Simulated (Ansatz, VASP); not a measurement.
BP in VASP and in Ansatz

```
B P
1.0
     0.00000    2.29691    2.26440
     2.29691    0.00000    2.26440
     2.29691    2.29691    0.00000
B P
1 1
Direct
  0.00000 0.00000 0.00000
  0.25000 0.25000 0.25000
```

Alike in both runs: task single point; functional PBE; k mesh 8 × 8 × 8; no spin polarisation.

|  | VASP | Ansatz |
| --- | --- | --- |
| version | VASP 6.6.1 | Ansatz 0.2.0 |
| potentials or method | VASP PAW PBE potentials, release 64 (B, P), cutoff 500 eV | scalar-relativistic, plane waves, PAW |
| occupations | gaussian, width 0.01 eV | fixed |
| valence electrons in the cell | 8 | 8 |

|  | VASP | Ansatz | Ansatz less VASP |
| --- | --- | --- | --- |
| gap on the k mesh at the Fermi level (eV) | 1.09 | 1.09 | +0.004 |
| least direct gap on the mesh (eV) | 3.22 | 3.23 | +0.003 |
